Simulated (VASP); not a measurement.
# Ta (P6_3/mmc) in VASP: relaxation of cell and atoms with r2SCAN

Aim: the relaxation of cell and atoms of Ta with r2SCAN.

Everything below comes from runs of VASP 6.6.1. Logs are shortened: lines on timing, memory, paths and dates and some standing lists are left out, and cuts for length are marked.

**1. The cell of the first run**

The structure is hexagonal, space group P6_3/mmc (No. 194). Conventional cell: a = 2.887 Å, b = 2.887 Å, c = 5.111 Å, α = 90.00°, β = 90.00°, γ = 120.00°. Ta (site symmetry -6m2) has 12 Ta at 2.89 to 3.05 Å within 3.8 Å.

This isn't the form of Ta at room conditions, which is bcc.

**2. Relaxation of cell and atoms, r2SCAN**

File POSCAR:

```
Ta
1.0
    2.8870442718      0.0000000000      0.0000000000
   -1.4435221359      2.5002536813      0.0000000000
    0.0000000000      0.0000000000      5.1113577896
Ta
2
Direct
    0.3333333333      0.6666666667      0.2500000000
    0.6666666667      0.3333333333      0.7500000000
```

File INCAR.step1:

```
PREC     = Accurate       # precision mode
ENCUT    = 600            # plane-wave cutoff, eV
ISMEAR   = 0              # smearing method
SIGMA    = 0.1            # smearing width, eV
LREAL    = False          # projectors in reciprocal space
LASPH    = True           # aspherical terms in the spheres
NELM     = 100            # most SCF steps
GGA      = PE             # functional
ALGO     = Normal         # electronic algorithm
EDIFF    = 1E-4           # SCF threshold, eV
LWAVE    = True           # write WAVECAR
LCHARG   = False          # write CHGCAR
```

File INCAR.step2:

```
PREC     = Accurate       # precision mode
ENCUT    = 600            # plane-wave cutoff, eV
EDIFF    = 1E-6           # SCF threshold, eV
ISMEAR   = 0              # smearing method
SIGMA    = 0.1            # smearing width, eV
LREAL    = False          # projectors in reciprocal space
LASPH    = True           # aspherical terms in the spheres
NELM     = 100            # most SCF steps
ALGO     = Normal         # electronic algorithm
ISIF     = 3              # what is computed and relaxed
LWAVE    = False          # write WAVECAR
LCHARG   = False          # write CHGCAR
METAGGA  = R2SCAN         # meta-GGA
LMIXTAU  = True         
IBRION   = 2              # ionic algorithm
NSW      = 100            # ionic steps
EDIFFG   = -0.01          # ionic threshold
ISTART   = 1
```

File KPOINTS:

```
Automatic mesh
0
Gamma
  21 21 12
```

Potentials or basis: VASP PAW PBE potentials, release 64 (Ta_pv).

The run is started by

```sh
> cat potpaw_PBE.64/Ta_pv/POTCAR > POTCAR
> cp INCAR.step1 INCAR
> mpirun -np 1 vasp_std > vasp.out
> cp INCAR.step2 INCAR
> mpirun -np 1 vasp_std > vasp.out
```

OUTCAR:

```text
PREC = Accurate
   ENCUT = 600
   EDIFF = 1E-6
   ISMEAR = 0
   LREAL = False
   LASPH = True
   NELM = 100
   ISIF = 3
   METAGGA = R2SCAN
   IBRION = 2
   NSW = 100
   EDIFFG = -0.01
   ISTART = 1

 ion  position               nearest neighbor table
   1  0.333  0.667  0.250-   2 3.05   2 3.05   2 3.05   2 3.05   2 3.05   2 3.05
   2  0.667  0.333  0.750-   1 3.05   1 3.05   1 3.05   1 3.05   1 3.05   1 3.05

  LATTYP: Found a hexagonal cell.
 ALAT       =     2.8870442718
 C/A-ratio  =     1.7704466258

  Lattice vectors:

 A1 = (   2.8870442718,   0.0000000000,   0.0000000000)
 A2 = (  -1.4435221359,   2.5002536813,   0.0000000000)
 A3 = (   0.0000000000,   0.0000000000,   5.1113577896)

Analysis of symmetry for initial positions (statically):
=====================================================================
 Subroutine PRICEL returns:
 Original cell was already a primitive cell.

 Routine SETGRP: Setting up the symmetry group for a
 hexagonal supercell.

 Subroutine GETGRP returns: Found 24 space group operations
 (whereof 12 operations were pure point group operations)
 out of a pool of 24 trial point group operations.

The static configuration has the point symmetry D_3d.
 The point group associated with its full space group is D_6h.

Analysis of symmetry for dynamics (positions and initial velocities):
=====================================================================
 Subroutine PRICEL returns:
 Original cell was already a primitive cell.

 Routine SETGRP: Setting up the symmetry group for a
 hexagonal supercell.

 Subroutine GETGRP returns: Found 24 space group operations
 (whereof 12 operations were pure point group operations)
 out of a pool of 24 trial point group operations.

The dynamic configuration has the point symmetry D_3d.
 The point group associated with its full space group is D_6h.

 Subroutine INISYM returns: Found 24 space group operations
 (whereof 12 operations are pure point group operations),
 and found     1 'primitive' translations

----------------------------------------------------------------------------------------

                                     Primitive cell

  volume of cell :      36.8955

  direct lattice vectors                    reciprocal lattice vectors
     2.887044272  0.000000000  0.000000000     0.346375014  0.199979708  0.000000000
    -1.443522136  2.500253681  0.000000000     0.000000000  0.399959415  0.000000000
     0.000000000  0.000000000  5.111357790     0.000000000  0.000000000  0.195642732

  length of vectors
     2.887044272  2.887044272  5.111357790     0.399959415  0.399959415  0.195642732

  position of ions in fractional coordinates (direct lattice)
     0.333333333  0.666666667  0.250000000
     0.666666667  0.333333333  0.750000000

  ion indices of the primitive-cell ions
   primitive index   ion index
                 1           1
                 2           2

----------------------------------------------------------------------------------------

 KPOINTS: Automatic mesh

Automatic generation of k-mesh.
 Grid dimensions read from file:
 generate k-points for:   21   21   12

 Generating k-lattice:

  Cartesian coordinates                     Fractional coordinates (reciprocal lattice)
     0.016494048  0.009522843  0.000000000     0.047619048  0.000000000  0.000000000
     0.000000000  0.019045686  0.000000000     0.000000000  0.047619048  0.000000000
     0.000000000  0.000000000  0.016303561     0.000000000  0.000000000  0.083333333

  Length of vectors
     0.019045686  0.019045686  0.016303561

  Shift w.r.t. Gamma in fractional coordinates (k-lattice)
     0.000000000  0.000000000  0.000000000

 Subroutine IBZKPT returns following result:
 ===========================================

 Found    336 irreducible k-points:

 Following reciprocal coordinates:
            Coordinates               Weight
  0.000000  0.000000  0.000000      1.000000
  0.047619 -0.000000  0.000000      6.000000
  0.095238  0.000000  0.000000      6.000000
  0.142857  0.000000  0.000000      6.000000
  0.190476  0.000000  0.000000      6.000000
  0.238095  0.000000  0.000000      6.000000
[... 16 lines left out ...]
  0.142857  0.095238  0.000000     12.000000
  0.190476  0.095238  0.000000     12.000000
 [... further k-points ...]
   k-points           NKPTS =    336   k-points in BZ     NKDIM =    336   number of bands    NBANDS=     15
   number of dos      NEDOS =    301   number of ions     NIONS =      2
   total plane-waves  NPLWV =  24192
   dimension x,y,z NGX =    24 NGY =   24 NGZ =   42
   dimension x,y,z NGXF=    48 NGYF=   48 NGZF=   84
   ions per type =               2
   NGX,Y,Z   is equivalent  to a cutoff of  13.82, 13.82, 13.66 a.u.
   NGXF,Y,Z  is equivalent  to a cutoff of  27.64, 27.64, 27.32 a.u.
 SYSTEM =  unknown system
   PREC   = accura    normal or accurate (medium, high low for compatibility)
   ISTART =      1    job   : 0-new  1-cont  2-samecut
   ICHARG =      0    charge: 1-file 2-atom 10-const
   ISPIN  =      1    spin polarized calculation?
   LNONCOLLINEAR =      F non collinear calculations
   LSORBIT =      F    spin-orbit coupling
   LASPH  =      T    aspherical Exc in radial PAW
   ENCUT  =  600.0 eV  44.10 Ry    6.64 a.u.   5.77  5.77 10.21*2*pi/ulx,y,z
   NELM   =    100;   NELMIN=  2; NELMDL=  0     # of ELM steps
   EDIFF  = 0.1E-05   stopping-criterion for ELM
   LREAL  =      F    real-space projection
   EDIFFG = -.1E-01   stopping-criterion for IOM
   NSW    =    100    number of steps for IOM
   IBRION =      2    ionic relax: 0-MD 1-quasi-New 2-CG
   NFREE  =      1    steps in history (QN), initial steepest desc. (CG)
   ISIF   =      3    stress and relaxation
   ISYM   =      2    0-nonsym 1-usesym 2-fastsym
   POTIM  = 0.5000    time-step for ionic-motion
   TEBEG  =    0.0;   TEEND  =   0.0 temperature during run
   PSTRESS=    0.0 pullay stress
   NELECT =      22.0000    total number of electrons
   NUPDOWN=      -1.0000    fix difference up-down
   EMIN   =  10.00;   EMAX   =-10.00  energy-range for DOS
   EFERMI =   0.00;   METHOD = LEGACY
   ISMEAR =     0;   SIGMA  =   0.10  broadening in eV -4-tet -1-fermi 0-gaus
   EFERMI_NEDOS =   21; number of points for ismear=-14 and -15
   IALGO  =     38    algorithm
   IMIX   =      4    mixing-type and parameters
     AMIX     =   0.40;   BMIX     =  1.00
     AMIX_MAG =   1.60;   BMIX_MAG =  1.00
  volume/ion in A,a.u.               =      18.45       124.49
  Fermi-wavevector in a.u.,A,eV,Ry     =   1.377921  2.603894 25.832940  1.898667
  Thomas-Fermi vector in A             =   2.503030
   LORBIT       =      0    0 simple, 1 ext, 2 COOP (PROOUT), +10 PAW based schemes
   METAGGA = R2SCAN    functional components
   LHFCALC =     F    Hartree Fock is set to
   AEXX    =    0.0000 exact exchange contribution
   IVDW    =     0    specifies the selected vdW correction
   LEPSILON=     F    determine dielectric tensor
   LRPA    =     F    only Hartree local field effects (RPA)
 conjugate gradient relaxation of ions
 non-spin polarized calculation
 Gauss-broadening in eV      SIGMA  =   0.10
  energy-cutoff  :      600.00
  volume of cell :       36.90
 maximum number of plane-waves:      1252
 NGX is ok and might be reduce to    24
   NGX = 11   NGY = 11   NGZ = 21

--------------------------------------- Ionic step        1  -------------------------------------------

 number of electron      22.0000000 magnetization

 Free energy of the ion-electron system (eV)
  ---------------------------------------------------
  ext. energy  EPLUGINS =         0.00000000
  ---------------------------------------------------
  free energy    TOTEN  =       -96.56090101 eV

  energy without entropy =      -96.54858964  energy(sigma->0) =      -96.55474533

------------------------ aborting loop because EDIFF is reached ----------------------------------------

  FORCE on cell =-STRESS in cart. coord.  units (eV):
  Direction    XX          YY          ZZ          XY          YZ          ZX
  --------------------------------------------------------------------------------------
  -------------------------------------------------------------------------------------
  Total        0.1869593      0.1869593      0.2689017     -0.0000000      0.0000000      0.0000000
  in kB        8.1186495      8.1186495     11.6769738     -0.0000000      0.0000000      0.0000000
  external PRESSURE =       9.3047576 kB  Pullay stress =       0.0000000 kB
[... 201 lines left out ...]
  energy  without entropy=      -96.5490081445  energy(sigma->0) =      -96.55521498

--------------------------------------- Ionic step        7  -------------------------------------------

 number of electron      22.0000000 magnetization

 Free energy of the ion-electron system (eV)
  ---------------------------------------------------
  ext. energy  EPLUGINS =         0.00000000
  ---------------------------------------------------
  free energy    TOTEN  =       -96.56145137 eV

  energy without entropy =      -96.54907663  energy(sigma->0) =      -96.55526400

 E-fermi :   5.5682     XC(G=0): -13.5846

 val. band max:        5.5635040369   @ k =   0.1905   0.1905   0.0833
 cond. band min:       5.5695275632   @ k =   0.3333  -0.0000   0.3333
 fundamental gap:      0.0060235263
 Fermi energy:         5.5682089380

 k-point     1 :       0.0000    0.0000    0.0000
  band No.  band energies     occupation
      1     -30.2259      2.00000
      2     -29.3162      2.00000
      3     -29.2093      2.00000
      4     -29.2093      2.00000
      5     -29.1186      2.00000
      6     -29.1186      2.00000
      7      -3.1120      2.00000
      8       0.3728      2.00000
      9       5.0001      2.00000
     10       5.2768      1.99996
     11       6.2541      0.00000
     12       6.2541      0.00000
     13       6.8600      0.00000
     14       6.8600      0.00000
     15       8.8294      0.00000
[... 397 lines left out ...]
 k-point    24 :       0.1905    0.0952    0.0000
  band No.  band energies     occupation
      1     -30.0256      2.00000
      2     -29.7526      2.00000
      3     -29.6934      2.00000
      4     -29.3706      2.00000
      5     -29.3529      2.00000
      6     -29.2611      2.00000
      7      -0.8646      2.00000
      8       2.4083      2.00000
      9       3.4274      2.00000
     10       4.1853      2.00000
     11       5.2527      1.99999
     12       6.4099      0.00000
     13       6.8888      0.00000
     14       7.5858      0.00000
     15       8.6968      0.00000

 [... further k-points ...]

------------------------ aborting loop because EDIFF is reached ----------------------------------------

  FORCE on cell =-STRESS in cart. coord.  units (eV):
  Direction    XX          YY          ZZ          XY          YZ          ZX
  --------------------------------------------------------------------------------------
  -------------------------------------------------------------------------------------
  Total       -0.0084669     -0.0084669     -0.0166877      0.0000000     -0.0000000      0.0000000
  in kB       -0.3658365     -0.3658365     -0.7210383      0.0000000     -0.0000000      0.0000000
  external PRESSURE =      -0.4842371 kB  Pullay stress =       0.0000000 kB
[... 17 lines left out ...]
  FREE ENERGIE OF THE ION-ELECTRON SYSTEM (eV)
  ---------------------------------------------------
  free  energy   TOTEN  =       -96.5614513730 eV

  energy  without entropy=      -96.5490766318  energy(sigma->0) =      -96.55526400

 reached required accuracy - stopping structural energy minimisation
```

It took 88 min on 1 thread of Oxide Virtual Turin-like, shared host; peak memory 0.31 GiB.

Results:

* Free energy: -96.5615 eV
* Relaxed volume: 18.54 Å³/atom
* Relaxed cell: a = 2.890 Å, b = 2.890 Å, c = 5.127 Å, α = 90.00°, β = 90.00°, γ = 120.00°
* Space group after relaxing (to 0.1 Å): P6_3/mmc (No. 194)
* Energy gained by relaxing: 0.3 meV/atom
* Ionic steps: 7
* Pressure after relaxing: 0.0 GPa
* Band gap on the k mesh: zero (bands 11 and 12 overlap by 2.20 eV)

The path:
| step | energy change (eV) | largest force (eV/Å) | pressure (GPa) | volume (Å³) |
| --- | --- | --- | --- | --- |
| 1 | 0.0000 | 0.0000 | 0.93 | 36.90 |
| 2 | 0.0021 | 0.0000 | -2.07 | 37.47 |
| 3 | -0.0005 | 0.0000 | -0.02 | 37.07 |
| 4 | -0.0005 | 0.0000 | 0.01 | 37.08 |
| 5 | 0.0001 | 0.0000 | -1.07 | 37.27 |
| 6 | -0.0005 | 0.0000 | -0.07 | 37.08 |
| 7 | -0.0006 | 0.0000 | -0.05 | 37.08 |

Final structure:
```
Ta
1.0
     2.88981    0.00000    0.00000
    -1.44491    2.50265    0.00000
     0.00000    0.00000    5.12718
Ta
2
Direct
  0.33333 0.66667 0.25000
  0.66667 0.33333 0.75000
```

Caveat: the PAW data sets were made with another functional, which shifts forces and pressure a little; spin-orbit coupling is left out, which moves the levels of the heavy elements.
